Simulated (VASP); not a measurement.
# BN (Fmm2) in VASP: notebook, part 2 of 2

VASP 6.6.1. Earlier steps stand in the parts before.

## 3. Single point, PBE

File INCAR:

```
SYSTEM = BN
  ALGO = Normal
  EDIFF = 1E-7
  ENCUT = 520
  GGA = PE
  ISIF = 2
  ISMEAR = -1
  LASPH = .TRUE.
  LCHARG = .FALSE.
  LREAL = .FALSE.
  LWAVE = .FALSE.
  NBANDS = 11
  NELM = 100
  PREC = Accurate
  SIGMA = 0.04
```

File KPOINTS:

```
k-points
0
G
  8 8 8
  0 0 0
```

File POSCAR:

```
BN
1.0
    0.0000000000      3.4953158300      2.1660912400
    1.2516321000      0.0000000000      2.1660912400
    1.2516321000      3.4953158300      0.0000000000
N B
1 1
Direct
    0.6666513400      0.6666513400      0.3333486600
    0.0000486500      0.0000486500      0.9999513500
```

Potentials or basis: VASP PAW PBE potentials, release 64 (N, B).

Command:

```
> cat potpaw_PBE.64/N/POTCAR potpaw_PBE.64/B/POTCAR > POTCAR
> mpirun -np 1 vasp_std > vasp.out
```

OUTCAR:

```text
SYSTEM = BN
   EDIFF = 1E-7
   ENCUT = 520
   GGA = PE
   ISIF = 2
   ISMEAR = -1
   LASPH = .TRUE.
   LREAL = .FALSE.
   NELM = 100
   PREC = Accurate

 ion  position               nearest neighbor table
   1  0.667  0.667  0.333-   2 1.44   2 1.44   2 1.44
   2  0.000  0.000  1.000-   1 1.44   1 1.44   1 1.44

  LATTYP: Found a face centered orthorhombic cell.
 ALAT       =     2.5032642000
 B/A-ratio  =     1.7306133647
 C/A-ratio  =     2.7926064137

  Lattice vectors:

 A1 = (   0.0000000000,   3.4953158300,   2.1660912400)
 A2 = (  -1.2516321000,   3.4953158300,   0.0000000000)
 A3 = (  -1.2516321000,   0.0000000000,   2.1660912400)

Analysis of symmetry for initial positions (statically):
=====================================================================
 Subroutine PRICEL returns:
 Original cell was already a primitive cell.

 Routine SETGRP: Setting up the symmetry group for a
 face centered orthorhombic supercell.

 Subroutine GETGRP returns: Found  4 space group operations
 (whereof  4 operations were pure point group operations)
 out of a pool of  8 trial point group operations.

The static configuration has the point symmetry C_2v.

Analysis of symmetry for dynamics (positions and initial velocities):
=====================================================================
 Subroutine PRICEL returns:
 Original cell was already a primitive cell.

 Routine SETGRP: Setting up the symmetry group for a
 face centered orthorhombic supercell.

 Subroutine GETGRP returns: Found  4 space group operations
 (whereof  4 operations were pure point group operations)
 out of a pool of  8 trial point group operations.

The dynamic configuration has the point symmetry C_2v.

 Subroutine INISYM returns: Found  4 space group operations
 (whereof  4 operations are pure point group operations),
[... 113 lines left out ...]
   IALGO  =     38    algorithm
   IMIX   =      4    mixing-type and parameters
     AMIX     =   0.40;   BMIX     =  1.00
     AMIX_MAG =   1.60;   BMIX_MAG =  1.00
  volume/ion in A,a.u.               =       9.48        63.95
  Fermi-wavevector in a.u.,A,eV,Ry     =   1.228047  2.320672 20.518928  1.508099
  Thomas-Fermi vector in A             =   2.362987
   LORBIT       =      0    0 simple, 1 ext, 2 COOP (PROOUT), +10 PAW based schemes
   GGA     = PE    functional components
   LHFCALC =     F    Hartree Fock is set to
   AEXX    =    0.0000 exact exchange contribution
   IVDW    =     0    specifies the selected vdW correction
   LEPSILON=     F    determine dielectric tensor
   LRPA    =     F    only Hartree local field effects (RPA)
 non-spin polarized calculation
  energy-cutoff  :      520.00
  volume of cell :       18.95
 maximum number of plane-waves:       529
   NGX = 15   NGY =  9   NGZ = 13

 number of electron       8.0000000 magnetization

 Free energy of the ion-electron system (eV)
  ---------------------------------------------------
  ext. energy  EPLUGINS =         0.00000000
  ---------------------------------------------------
  free energy    TOTEN  =       -17.58671715 eV

  energy without entropy =      -17.58671715  energy(sigma->0) =      -17.58671715

 E-fermi :   2.8239     XC(G=0):  -9.7394

 val. band max:        2.0043565523   @ k =   0.5000  -0.3750   0.1250
 cond. band min:       5.8266249414   @ k =   0.0000   0.5000   0.5000
 fundamental gap:      3.8222683891
 Fermi energy:         2.8238803919

 k-point     1 :       0.0000    0.0000    0.0000
  band No.  band energies     occupation
      1     -15.8875      2.00000
      2      -2.5001      2.00000
      3       0.5605      2.00000
      4       0.5675      2.00000
      5       6.8412      0.00000
      6      13.4916      0.00000
      7      13.5508      0.00000
      8      14.9522      0.00000
      9      16.4111      0.00000
     10      27.5801      0.00000
     11      28.7312      0.00000
[... 309 lines left out ...]
 k-point    24 :       0.3750    0.0000    0.1250
  band No.  band energies     occupation
      1     -14.6365      2.00000
      2      -3.2162      2.00000
      3      -1.8209      2.00000
      4      -1.0568      2.00000
      5       9.7998      0.00000
      6      12.1572      0.00000
      7      13.4433      0.00000
      8      17.9873      0.00000
      9      18.8280      0.00000
     10      22.7313      0.00000
     11      26.9369      0.00000

 [... further k-points ...]
[... 5 lines left out ...]
  --------------------------------------------------------------------------------------
  -------------------------------------------------------------------------------------
  Total        0.4874388      0.1890293      0.4927194      0.0000000      0.0000000      0.0000000
  in kB       41.2060318     15.9797452     41.6524337      0.0000000      0.0000000      0.0000000
  external PRESSURE =      32.9460702 kB  Pullay stress =       0.0000000 kB

 VOLUME and BASIS-vectors are now :
 -----------------------------------------------------------------------------
  energy-cutoff  :      520.00
  volume of cell :       18.95
      direct lattice vectors                 reciprocal lattice vectors
     0.000000000  3.495315830  2.166091240    -0.399478409  0.143048590  0.230830535
     1.251632100  0.000000000  2.166091240     0.399478409 -0.143048590  0.230830535
     1.251632100  3.495315830  0.000000000     0.399478409  0.143048590 -0.230830535

 POSITION                                       TOTAL-FORCE (eV/Angst)
 -----------------------------------------------------------------------------------
      1.25163      3.49532      2.88806         0.000000      0.000000     -0.009735
      1.25163      3.49532      0.00021         0.000000      0.000000      0.009735
 -----------------------------------------------------------------------------------
    total drift:                                0.000006     -0.000011     -0.000066

  FREE ENERGIE OF THE ION-ELECTRON SYSTEM (eV)
  ---------------------------------------------------
  free  energy   TOTEN  =       -17.5867171527 eV

  energy  without entropy=      -17.5867171527  energy(sigma->0) =      -17.58671715
```

OSZICAR:

```text
N       E                     dE             d eps       ncg     rms          rms(c)
DAV:   1     0.149445649840E+02    0.14945E+02   -0.46763E+03  2106   0.684E+02
DAV:   2    -0.185383816415E+02   -0.33483E+02   -0.32534E+02  2500   0.163E+02
DAV:   3    -0.194053515870E+02   -0.86697E+00   -0.86564E+00  2553   0.242E+01
DAV:   4    -0.194081665583E+02   -0.28150E-02   -0.28149E-02  2342   0.151E+00
DAV:   5    -0.194081799505E+02   -0.13392E-04   -0.13392E-04  2549   0.921E-02    0.799E+00
DAV:   6    -0.177851563030E+02    0.16230E+01   -0.52634E+00  2352   0.128E+01    0.364E+00
DAV:   7    -0.176263787002E+02    0.15878E+00   -0.24975E-01  2423   0.372E+00    0.223E+00
DAV:   8    -0.175857396365E+02    0.40639E-01   -0.12373E-01  2447   0.213E+00    0.257E-01
DAV:   9    -0.175861972948E+02   -0.45766E-03   -0.30302E-03  2294   0.436E-01    0.142E-01
DAV:  10    -0.175866850540E+02   -0.48776E-03   -0.60193E-04  2338   0.177E-01    0.258E-02
DAV:  11    -0.175867169040E+02   -0.31850E-04   -0.64987E-05  2462   0.547E-02    0.226E-02
DAV:  12    -0.175867166608E+02    0.24321E-06   -0.12303E-05  2361   0.231E-02    0.210E-03
DAV:  13    -0.175867170859E+02   -0.42512E-06   -0.49388E-07  2454   0.613E-03    0.732E-04
DAV:  14    -0.175867171527E+02   -0.66794E-07   -0.25231E-08  2294   0.107E-03
   1 F= -.17586717E+02 E0= -.17586717E+02  d E =-.104162E-10
```

stdout:

```text
POSCAR found type information on POSCAR N B
 POSCAR found :  2 types and       2 ions
 scaLAPACK will be used
 LDA part: xc-table for (Slater+PW92), standard interpolation
 POSCAR, INCAR and KPOINTS ok, starting setup
 FFT: planning ... GRIDC
 FFT: planning ... GRID_SOFT
 FFT: planning ... GRID
 WAVECAR not read
 entering main loop
```

Wall time 24 s (1 thread of Intel Xeon Platinum 8259CL at 2.50GHz (Skylake/Cascade Lake), shared host); peak memory 0.15 GiB.

Results:

```
Free energy            : -17.5867 eV
Pressure               : 3.3 GPa
Largest force          : 0.010 eV/Å
Band gap on the k mesh : 3.82 eV, indirect (least direct gap 4.80 eV)
```

Forces on the atoms (eV/Å):
```
N    0.000  0.000 -0.010
B    0.000  0.000  0.010
```

A k mesh can miss the band edges.

## 4. Single point, PBE

File INCAR:

```
PREC     = Accurate       # precision mode
ENCUT    = 520            # plane-wave cutoff, eV
EDIFF    = 1E-6           # SCF threshold, eV
ISMEAR   = 0              # smearing method
SIGMA    = 0.1            # smearing width, eV
LREAL    = F              # projectors in reciprocal space
LASPH    = T              # aspherical terms in the spheres
NELM     = 100            # most SCF steps
ALGO     = Normal         # electronic algorithm
ISIF     = 2              # what is computed and relaxed
LWAVE    = F              # write WAVECAR
LCHARG   = T              # write CHGCAR
GGA      = PE             # functional
LELF     = T              # ELF
LVHAR    = T            
NBANDS   = 11             # bands
```

File KPOINTS:

```
Automatic mesh
0
Gamma
  13 13 13
```

POSCAR is that of step 3.

Command:

```
> cat potpaw_PBE.64/N/POTCAR potpaw_PBE.64/B/POTCAR > POTCAR
> mpirun -np 1 vasp_std > vasp.out
```

Wall time 1.8 min (1 thread of Intel Xeon Platinum 8259CL at 2.50GHz (Skylake/Cascade Lake), shared host); peak memory 0.19 GiB.

The run converged. Its results:

- Free energy: -17.5868 eV
- Pressure: 3.3 GPa
- Largest force: 0.010 eV/Å
- Band gap on the k mesh: 3.90 eV, indirect (least direct gap 4.65 eV)

Forces in eV/Å, atoms in the order of the input:
```
N    0.000  0.000 -0.010
B    0.000  0.000  0.010
```

Stress tensor (GPa, compression positive):
```
4.12 0.00 0.00
0.00 1.60 0.00
0.00 0.00 4.17
```

Levels at points of the mesh, in eV from the valence-band top:
| k point | band 2 | band 3 | band 4 | band 5 | band 6 | band 7 |
| --- | --- | --- | --- | --- | --- | --- |
| (0.00, 0.00, 0.00) | -4.48 | -1.42 | -1.41 | 4.86 | 11.51 | 11.57 |

A k mesh can miss the band edges. Expect the measured gap to be larger: semilocal functionals such as PBE lack the derivative discontinuity.

## 5. Overview

```tsv
level	potentials or basis	k mesh	smearing	gap on the mesh (eV)	pressure (GPa)	largest force (eV/Å)
LDA	VASP PAW LDA potentials, release 64 (N, B)	13 × 13 × 13	fermi-dirac 0.05 eV	3.69	-3.8	0.01
PBE	VASP PAW PBE potentials, release 64 (N, B)	8 × 8 × 8	fermi-dirac 0.04 eV	3.82	3.3	0.01
PBE	VASP PAW PBE potentials, release 64 (N, B)	13 × 13 × 13	gaussian 0.1 eV	3.90	3.3	0.01
```

Alike in all rows: task single point; no spin polarisation; cell as given; cutoff (eV) 520.

Total energies depend on the potentials used, so only differences within one code and one set of settings carry meaning.
